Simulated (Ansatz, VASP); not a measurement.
## One calculation of AlAs, two programs

```xyz
2
Lattice="0.0000 2.8939 2.8939 2.8939 0.0000 2.8939 2.8939 2.8939 0.0000" Properties=species:S:1:pos:R:3 pbc="T T T"
Al    0.0000    0.0000    0.0000
As    1.4469    1.4469    1.4469
```

Alike in both runs: functional r2SCAN; k mesh 8 × 8 × 8; occupations fermi-dirac, width 0.02 eV; no spin polarisation.

Ansatz relaxed the structure, and its values are those at the end. VASP's run is a single point on that final structure, the one shown.

|  | VASP | Ansatz |
| --- | --- | --- |
| version | VASP 6.6.1 | Ansatz 0.2.0 |
| potentials or method | VASP PAW PBE potentials, release 64 (Al, As), cutoff 550 eV | PAW plane waves |
| valence electrons in the cell | 8 | 18 |

|  | VASP | Ansatz | Ansatz less VASP |
| --- | --- | --- | --- |
| gap on the k mesh at the Fermi level (eV) | 1.89 | 1.89 | +0.007 |
| pressure (GPa) | -3.9 | -3.9 | +0.01 |

VASP's potentials were made for PBE, not for r2SCAN. VASP's potentials hold 8 valence electrons a cell and Ansatz's 18, so a difference there can come from the potentials and not from the codes. Ansatz's warnings: stress scf threshold loose.
